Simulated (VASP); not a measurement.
Write the native input for VASP 6.6.1 that does the following.

| Item | Value |
| --- | --- |
| Task | single point |
| Functional | PBE |
| Potentials or basis | VASP PAW PBE potentials, release 64 (Ga_d) |
| Cutoff | 520 eV |
| k mesh | 6 × 6 × 6 |
| Occupations | gaussian, width 0.1 eV |
| Spin | no spin polarisation |
| Dipole correction | no |
| Further INCAR settings | ALGO = Fast; EDIFF = 1e-06; NBANDS = 20 |

The structure of Ga lies in POSCAR:

```
Ga
1.0
    4.4610547946     -0.0000000030      0.0000000000
   -2.2305273947      3.8633867813      0.0000000000
    0.0000000000      0.0000000000      2.7284562227
Ga
2
Direct
    0.3333333333      0.6666666667      0.5000000000
    0.6666666667      0.3333333333      0.5000000000
```

The cell was built from a structure type or drawn by symmetry, and may not be a known phase.

These files were run (other wordings do the same):

INCAR

```
PREC     = Accurate       # precision mode
ENCUT    = 520            # plane-wave cutoff, eV
EDIFF    = 1E-6           # SCF threshold, eV
ISMEAR   = 0              # smearing method
SIGMA    = 0.1            # smearing width, eV
LREAL    = F              # projectors in reciprocal space
LASPH    = T              # aspherical terms in the spheres
NELM     = 60             # most SCF steps
ALGO     = Fast           # electronic algorithm
ISIF     = 2              # what is computed and relaxed
LWAVE    = F              # write WAVECAR
LCHARG   = F              # write CHGCAR
GGA      = PE             # functional
NBANDS   = 20             # bands
```

KPOINTS

```
Automatic mesh
0
Gamma
  6 6 6
```

Potentials or basis: VASP PAW PBE potentials, release 64 (Ga_d).

The run is started by

```sh
$ cat potpaw_PBE.64/Ga_d/POTCAR > POTCAR
$ mpirun -np 1 vasp_std > vasp.out
```

Results of the run:

```
Pressure               : 0.2 GPa
Band gap on the k mesh : zero (bands 13 and 14 overlap by 3.95 eV)
```

Caveat: the k points lie up to 0.38 Å⁻¹ apart, too coarse for converged energies and pressures of a metal.

It took 11 s on 1 thread of Intel(R) Xeon(R) 6975P-C (Granite Rapids), on a shared host, peak memory 0.14 GiB.
